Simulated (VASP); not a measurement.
Runs of VASP 6.6.1 on PbS. The structure is that of space group Fm-3m (No. 225), or close to it. The cells are those of the table. 

```tsv
cell	gap on the mesh (eV)	pressure (GPa)
a = 4.112 Å, angles 60.0°, 2 atoms	(b)	4.0
a = 4.155 Å, angles 60.0°, 2 atoms	0.25	1.8
a = 4.197 Å, angles 60.0°, 2 atoms	0.36	-0.1
a = 4.022 Å, angles 60.0°, 2 atoms	(c)	(a)
```

Alike in all rows: task single point; level PBE+D3(BJ); potentials or basis VASP PAW PBE potentials, release 64 (Pb_d, S); no spin polarisation; k mesh 12 × 12 × 12; cutoff (eV) 520; smearing gaussian 0.02 eV.

Problem. Estimate the missing entries.

Solution. (a) 9.5; (b) 0.12; (c) 0.19.

Caveats: spin-orbit coupling is left out, which moves the levels of the heavy elements; the cell stands under pressure (at least some runs).

A k mesh can miss the band edges, and the runs leave out spin-orbit coupling on Pb.
